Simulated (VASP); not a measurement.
# Ga2SnO4 (Fmmm) in VASP: a series of runs

Ga2SnO4 is run at these levels: PBE; tasks: single point, relaxation of cell and atoms.

Program: VASP 6.6.1. These are calculated values, not measurements. Logs are shortened: lines on timing, memory, paths and dates and some standing lists are left out, and cuts for length are marked.

### 1 The cell of the first run

Symmetry: Fmmm, No. 69, orthorhombic system. The conventional cell has a = 5.419 Å, b = 10.011 Å, c = 10.614 Å, α = 90.00°, β = 90.00°, γ = 90.00°. Within 2.5 Å of Ga (site symmetry 222) lie 4 O at 1.89 Å. Within 3.1 Å of Sn (site symmetry mmm) lie 4 O at 2.33 Å. Within 2.5 Å of O (site symmetry m) lie 2 Ga at 1.89 Å and 1 Sn at 2.33 Å.

### 2 Single point, PBE

Contents of INCAR:

```
SYSTEM = Ga2SnO4
PREC = Accurate
ENCUT = 520
EDIFF = 1E-7
ISMEAR = 0
SIGMA = 0.15
LREAL = .FALSE.
LASPH = .TRUE.
NELM = 80
ALGO = Normal
ISIF = 2
LWAVE = .FALSE.
LCHARG = .FALSE.
GGA = PE
NBANDS = 41
```

Contents of KPOINTS:

```
regular mesh
0
G
  3 3 3
  0 0 0
```

Contents of POSCAR:

```
Ga2SnO4
1.0
    0.0000000000      5.0057244565      5.3068733664
    2.7093727123      0.0000000000      5.3068733664
    2.7093727123      5.0057244565      0.0000000000
Ga Sn O
2 1 4
Direct
    0.2500000000      0.2500000000      0.2500000000
    0.7500000000      0.7500000000      0.7500000000
    0.0000000000      0.0000000000      0.0000000000
   -0.0015378724      0.3191469353      0.6808530647
    0.3191469353     -0.0015378724      1.0015378724
    0.6808530647      1.0015378724     -0.0015378724
    1.0015378724      0.6808530647      0.3191469353
```

Potentials or basis: VASP PAW PBE potentials, release 64 (Ga_d, Sn_d, O).

On the command line:

```bash
> cat potpaw_PBE.64/Ga_d/POTCAR potpaw_PBE.64/Sn_d/POTCAR potpaw_PBE.64/O/POTCAR > POTCAR
> mpirun -np 1 vasp_std > vasp.out
```

OUTCAR:

```text
SYSTEM = Ga2SnO4
   PREC = Accurate
   ENCUT = 520
   EDIFF = 1E-7
   ISMEAR = 0
   LREAL = .FALSE.
   LASPH = .TRUE.
   NELM = 80
   ISIF = 2
   GGA = PE

 ion  position               nearest neighbor table
   1  0.250  0.250  0.250-   4 1.89   5 1.89   6 1.89   7 1.89   2 2.71   2 2.71
   2  0.750  0.750  0.750-   5 1.89   6 1.89   7 1.89   4 1.89   1 2.71   1 2.71
   3  0.000  0.000  0.000-   4 2.33   5 2.33   6 2.33   7 2.33
   4  0.998  0.319  0.681-   1 1.89   2 1.89   3 2.33
   5  0.319  0.998  0.002-   1 1.89   2 1.89   3 2.33
   6  0.681  0.002  0.998-   1 1.89   2 1.89   3 2.33
   7  0.002  0.681  0.319-   2 1.89   1 1.89   3 2.33

  LATTYP: Found a face centered orthorhombic cell.
 ALAT       =     5.4187454246
 B/A-ratio  =     1.8475584528
 C/A-ratio  =     1.9587092401

  Lattice vectors:

 A1 = (   0.0000000000,   5.0057244565,   5.3068733664)
 A2 = (   2.7093727123,   0.0000000000,   5.3068733664)
 A3 = (   2.7093727123,   5.0057244565,   0.0000000000)

Analysis of symmetry for initial positions (statically):
=====================================================================
 Subroutine PRICEL returns:
 Original cell was already a primitive cell.

 Routine SETGRP: Setting up the symmetry group for a
 face centered orthorhombic supercell.

 Subroutine GETGRP returns: Found  8 space group operations
 (whereof  8 operations were pure point group operations)
 out of a pool of  8 trial point group operations.

The static configuration has the point symmetry D_2h.

Analysis of symmetry for dynamics (positions and initial velocities):
=====================================================================
 Subroutine PRICEL returns:
 Original cell was already a primitive cell.

 Routine SETGRP: Setting up the symmetry group for a
 face centered orthorhombic supercell.

 Subroutine GETGRP returns: Found  8 space group operations
 (whereof  8 operations were pure point group operations)
 out of a pool of  8 trial point group operations.

The dynamic configuration has the point symmetry D_2h.

 Subroutine INISYM returns: Found  8 space group operations
 (whereof  8 operations are pure point group operations),
 and found     1 'primitive' translations

----------------------------------------------------------------------------------------

                                     Primitive cell

  volume of cell :     143.9476

  direct lattice vectors                    reciprocal lattice vectors
     0.000000000  5.005724457  5.306873366    -0.184544562  0.099885642  0.094217436
     2.709372712  0.000000000  5.306873366     0.184544562 -0.099885642  0.094217436
     2.709372712  5.005724457  0.000000000     0.184544562  0.099885642 -0.094217436

  length of vectors
     7.295216396  5.958490196  5.691922156     0.230023394  0.230023394  0.230023394

  position of ions in fractional coordinates (direct lattice)
     0.250000000  0.250000000  0.250000000
     0.750000000  0.750000000  0.750000000
     0.000000000  0.000000000  0.000000000
     0.998462128  0.319146935  0.680853065
     0.319146935  0.998462128  0.001537872
     0.680853065  0.001537872  0.998462128
     0.001537872  0.680853065  0.319146935

  ion indices of the primitive-cell ions
   primitive index   ion index
                 1           1
                 2           2
                 3           3
                 4           4
                 5           5
                 6           6
                 7           7

----------------------------------------------------------------------------------------

 KPOINTS: regular mesh

Automatic generation of k-mesh.
 Grid dimensions read from file:
 generate k-points for:    3    3    3

 Generating k-lattice:

  Cartesian coordinates                     Fractional coordinates (reciprocal lattice)
    -0.061514854  0.033295214  0.031405812     0.333333333 -0.000000000  0.000000000
     0.061514854 -0.033295214  0.031405812    -0.000000000  0.333333333  0.000000000
     0.061514854  0.033295214 -0.031405812     0.000000000  0.000000000  0.333333333

  Length of vectors
     0.076674465  0.076674465  0.076674465

  Shift w.r.t. Gamma in fractional coordinates (k-lattice)
     0.000000000  0.000000000  0.000000000

 Subroutine IBZKPT returns following result:
 ===========================================

 Found      8 irreducible k-points:

 Following reciprocal coordinates:
            Coordinates               Weight
  0.000000  0.000000  0.000000      1.000000
  0.333333  0.000000 -0.000000      8.000000
  0.333333  0.333333  0.000000      2.000000
 -0.333333  0.333333  0.000000      4.000000
  0.333333  0.000000  0.333333      2.000000
 -0.333333 -0.000000  0.333333      4.000000
  0.000000  0.333333  0.333333      2.000000
 -0.333333  0.333333  0.333333      4.000000
   k-points           NKPTS =      8   k-points in BZ     NKDIM =      8   number of bands    NBANDS=     41
   number of dos      NEDOS =    301   number of ions     NIONS =      7
   total plane-waves  NPLWV = 108864
   dimension x,y,z NGX =    54 NGY =   48 NGZ =   42
   dimension x,y,z NGXF=   108 NGYF=   96 NGZF=   84
   ions per type =               2   1   4
   NGX,Y,Z   is equivalent  to a cutoff of  12.31, 13.39, 12.27 a.u.
   NGXF,Y,Z  is equivalent  to a cutoff of  24.61, 26.78, 24.53 a.u.
 SYSTEM =  Ga2SnO4
   PREC   = accura    normal or accurate (medium, high low for compatibility)
   ISTART =      0    job   : 0-new  1-cont  2-samecut
   ICHARG =      2    charge: 1-file 2-atom 10-const
   ISPIN  =      1    spin polarized calculation?
   LNONCOLLINEAR =      F non collinear calculations
   LSORBIT =      F    spin-orbit coupling
   LASPH  =      T    aspherical Exc in radial PAW
   ENCUT  =  520.0 eV  38.22 Ry    6.18 a.u.  13.56 11.08 10.58*2*pi/ulx,y,z
   NELM   =     80;   NELMIN=  2; NELMDL= -5     # of ELM steps
   EDIFF  = 0.1E-06   stopping-criterion for ELM
   LREAL  =      F    real-space projection
   EDIFFG = 0.1E-05   stopping-criterion for IOM
   NSW    =      0    number of steps for IOM
   IBRION =     -1    ionic relax: 0-MD 1-quasi-New 2-CG
   NFREE  =      0    steps in history (QN), initial steepest desc. (CG)
   ISIF   =      2    stress and relaxation
   ISYM   =      2    0-nonsym 1-usesym 2-fastsym
   POTIM  = 0.5000    time-step for ionic-motion
   TEBEG  =    0.0;   TEEND  =   0.0 temperature during run
   PSTRESS=    0.0 pullay stress
   NELECT =      64.0000    total number of electrons
   NUPDOWN=      -1.0000    fix difference up-down
   EMIN   =  10.00;   EMAX   =-10.00  energy-range for DOS
   EFERMI =   0.00;   METHOD = LEGACY
   ISMEAR =     0;   SIGMA  =   0.15  broadening in eV -4-tet -1-fermi 0-gaus
   EFERMI_NEDOS =   21; number of points for ismear=-14 and -15
   IALGO  =     38    algorithm
   IMIX   =      4    mixing-type and parameters
     AMIX     =   0.40;   BMIX     =  1.00
     AMIX_MAG =   1.60;   BMIX_MAG =  1.00
  volume/ion in A,a.u.               =      20.56       138.77
  Fermi-wavevector in a.u.,A,eV,Ry     =   1.249492  2.361197 21.241815  1.561229
  Thomas-Fermi vector in A             =   2.383530
   LORBIT       =      0    0 simple, 1 ext, 2 COOP (PROOUT), +10 PAW based schemes
   GGA     = PE    functional components
   LHFCALC =     F    Hartree Fock is set to
   AEXX    =    0.0000 exact exchange contribution
   IVDW    =     0    specifies the selected vdW correction
   LEPSILON=     F    determine dielectric tensor
   LRPA    =     F    only Hartree local field effects (RPA)
 non-spin polarized calculation
 Gauss-broadening in eV      SIGMA  =   0.15
  energy-cutoff  :      520.00
  volume of cell :      143.95
 maximum number of plane-waves:      3888
 NGX is ok and might be reduce to    54
   NGX = 27   NGY = 23   NGZ = 21

 number of electron      63.9999999 magnetization

 Free energy of the ion-electron system (eV)
  ---------------------------------------------------
  ext. energy  EPLUGINS =         0.00000000
  ---------------------------------------------------
  free energy    TOTEN  =       -39.38007355 eV

  energy without entropy =      -39.38007353  energy(sigma->0) =      -39.38007354

 E-fermi :   2.0742     XC(G=0):  -8.0520

 val. band max:        1.5031109730   @ k =  -0.3333  -0.0000   0.3333
 cond. band min:       2.6229314066   @ k =   0.0000   0.3333   0.3333
 fundamental gap:      1.1198204336
 Fermi energy:         2.0741681849

 k-point     1 :       0.0000    0.0000    0.0000
  band No.  band energies     occupation
      1     -19.6265      2.00000
      2     -19.5275      2.00000
      3     -19.5156      2.00000
      4     -19.4446      2.00000
      5     -19.3159      2.00000
      6     -17.2528      2.00000
[... 33 lines left out ...]
     40       9.4302      0.00000
     41       9.6976      0.00000

 k-point     2 :       0.3333    0.0000   -0.0000
  band No.  band energies     occupation
      1     -19.6232      2.00000
      2     -19.5275      2.00000
      3     -19.5157      2.00000
      4     -19.4459      2.00000
      5     -19.3157      2.00000
      6     -17.0679      2.00000
[... 33 lines left out ...]
     40       8.9343      0.00000
     41       9.5594      0.00000

 k-point     3 :       0.3333    0.3333    0.0000
  band No.  band energies     occupation
      1     -19.6223      2.00000
      2     -19.5275      2.00000
      3     -19.5155      2.00000
      4     -19.4416      2.00000
      5     -19.3157      2.00000
      6     -17.2288      2.00000
[... 171 lines left out ...]
      2     -19.5274      2.00000
      3     -19.5156      2.00000
      4     -19.4564      2.00000
      5     -19.3156      2.00000
      6     -16.8427      2.00000
[... 33 lines left out ...]
     40       8.6711      0.00000
     41      10.0707      0.00000

 k-point     8 :      -0.3333    0.3333    0.3333
  band No.  band energies     occupation
      1     -19.6220      2.00000
      2     -19.5273      2.00000
      3     -19.5156      2.00000
      4     -19.4526      2.00000
      5     -19.3156      2.00000
      6     -17.1096      2.00000
[... 33 lines left out ...]
     40       8.9480      0.00000
     41      10.1518      0.00000

------------------------ aborting loop because EDIFF is reached ----------------------------------------

  FORCE on cell =-STRESS in cart. coord.  units (eV):
  Direction    XX          YY          ZZ          XY          YZ          ZX
  --------------------------------------------------------------------------------------
  -------------------------------------------------------------------------------------
  Total        0.3293464      0.6678347     -0.0935824      0.0000000      0.0000000      0.0000000
  in kB        3.6657181      7.4331884     -1.0415982      0.0000000      0.0000000      0.0000000
  external PRESSURE =       3.3524361 kB  Pullay stress =       0.0000000 kB

 VOLUME and BASIS-vectors are now :
 -----------------------------------------------------------------------------
  energy-cutoff  :      520.00
  volume of cell :      143.95
      direct lattice vectors                 reciprocal lattice vectors
     0.000000000  5.005724457  5.306873366    -0.184544562  0.099885642  0.094217436
     2.709372712  0.000000000  5.306873366     0.184544562 -0.099885642  0.094217436
     2.709372712  5.005724457  0.000000000     0.184544562  0.099885642 -0.094217436

 POSITION                                       TOTAL-FORCE (eV/Angst)
 -----------------------------------------------------------------------------------
      1.35469      2.50286      2.65344         0.000000      0.000000      0.000000
      4.06406      7.50859      7.96031        -0.000000      0.000000      0.000000
      0.00000      0.00000      0.00000         0.000000      0.000000      0.000000
      2.70937      8.40619      6.99238         0.000000      0.053711     -0.056799
      2.70937      1.60526      6.99238         0.000000     -0.053711     -0.056799
      2.70937      8.40619      3.62136         0.000000      0.053711      0.056799
      2.70937      1.60526      3.62136         0.000000     -0.053711      0.056799
 -----------------------------------------------------------------------------------
    total drift:                                0.000000      0.000000      0.000000

  FREE ENERGIE OF THE ION-ELECTRON SYSTEM (eV)
  ---------------------------------------------------
  free  energy   TOTEN  =       -39.3800735546 eV

  energy  without entropy=      -39.3800735349  energy(sigma->0) =      -39.38007354
```

Wall time 73 s (1 thread of Intel Xeon Platinum 8488C (Sapphire Rapids), shared host); peak memory 0.33 GiB.

What came out:

| Quantity | Value |
| --- | --- |
| Free energy | -39.3801 eV |
| Pressure | 0.3 GPa |
| Largest force | 0.078 eV/Å |
| Band gap on the k mesh | 1.12 eV, indirect (least direct gap 1.42 eV) |

Forces in eV/Å, atoms in the order of the input:
```
Ga   0.000  0.000  0.000
Ga   0.000  0.000  0.000
Sn   0.000  0.000  0.000
O    0.000  0.054 -0.057
O    0.000 -0.054 -0.057
O    0.000  0.054  0.057
O    0.000 -0.054  0.057
```

Stress tensor (GPa, compression positive):
```
 0.37  0.00  0.00
 0.00  0.74  0.00
 0.00  0.00 -0.10
```

Levels at points of the mesh, in eV from the valence-band top:
```tsv
k point	band 30	band 31	band 32	band 33	band 34	band 35
(0.00, 0.00, 0.00)	-2.16	-2.08	-1.30	2.14	3.52	4.72
```

Caveat: the k points lie up to 0.48 Å⁻¹ apart; spin-orbit coupling is left out, which moves the levels of the heavy elements. Expect the measured gap to be larger: semilocal functionals such as PBE lack the derivative discontinuity.

(Part 1 of 2 ends here.)
